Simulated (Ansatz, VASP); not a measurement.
**HfBeP2: VASP beside Ansatz**

File INCAR:

```
PREC     = Accurate       # precision mode
ENCUT    = 600            # plane-wave cutoff, eV
EDIFF    = 1E-6           # SCF threshold, eV
ISMEAR   = 0              # smearing method
SIGMA    = 0.1            # smearing width, eV
LREAL    = False          # projectors in reciprocal space
LASPH    = True           # aspherical terms in the spheres
NELM     = 60             # most SCF steps
ALGO     = Normal         # electronic algorithm
ISIF     = 3              # what is computed and relaxed
LWAVE    = False          # write WAVECAR
LCHARG   = False          # write CHGCAR
GGA      = PE             # functional
IBRION   = 2              # ionic algorithm
NSW      = 100            # ionic steps
EDIFFG   = -0.01          # ionic threshold
```

File KPOINTS:

```
regular mesh
0
Gamma
  12 12 10
```

The input POSCAR:

```
HfBeP2
1.0
    3.9939659211      0.0000000000      0.0000000000
   -1.9969829606      3.4588759495      0.0000000000
    0.0000000000      0.0000000000      4.7247149688
Hf Be P
1 1 2
Direct
    0.0000000000      0.0000000000      0.5000000000
    0.0000000000      0.0000000000      0.0000000000
    0.3333333333      0.6666666667      0.0000000000
    0.6666666667      0.3333333333      0.0000000000
```

Input for Ansatz:

```yaml
crystal:
  lattice:
    - [3.9939659211, 0.0, 0.0]
    - [-1.9969829606, 3.4588759495, 0.0]
    - [0.0, 0.0, 4.7247149688]
  atoms:
    - { symbol: Hf, position: [0.0, 0.0, 0.5] }
    - { symbol: Be, position: [0.0, 0.0, 0.0] }
    - { symbol: P, position: [0.3333333333, 0.6666666667, 0.0] }
    - { symbol: P, position: [0.6666666667, 0.3333333333, 0.0] }
basis:
  ecutwfc: 420
kpoints:
  mp_grid: { grid: [12, 12, 10] }
hamiltonian:
  xc: pbe
scf:
  occupations: { method: gaussian, width: 0.1 }
output:
  forces: true
  stress: true
  eigenvalues: true
relax:
  adjacent_minimum: "off"
  f_tol: 0.01
  max_steps: 80
  cell: { stress_tol: 0.05 }
```

Alike in both runs: task relaxation of cell and atoms; functional PBE; k mesh 12 × 12 × 10; occupations gaussian, width 0.1 eV; no spin polarisation.

|  | VASP | Ansatz |
| --- | --- | --- |
| version | VASP 6.6.1 | Ansatz 0.2.0 |
| potentials or method | VASP PAW PBE potentials, release 64 (Hf_pv, Be, P), cutoff 600 eV | scalar-relativistic, plane waves, PAW |
| valence electrons in the cell | 22 | 38 |

```tsv
	VASP	Ansatz	Ansatz less VASP
gap on the k mesh at the Fermi level, each at its own relaxed structure (eV)	none	none	-
relaxed volume (Å³/atom)	16.44	16.50	+0.060
relaxed cell length with the largest relative difference (Å)	4.690	4.696	+0.0063
```

A gap of «none» marks a metal or a gap that the smearing closes. VASP's potentials hold 22 valence electrons a cell and Ansatz's 38, so a difference there can come from the potentials and not from the codes.

Spin-orbit coupling is off throughout.
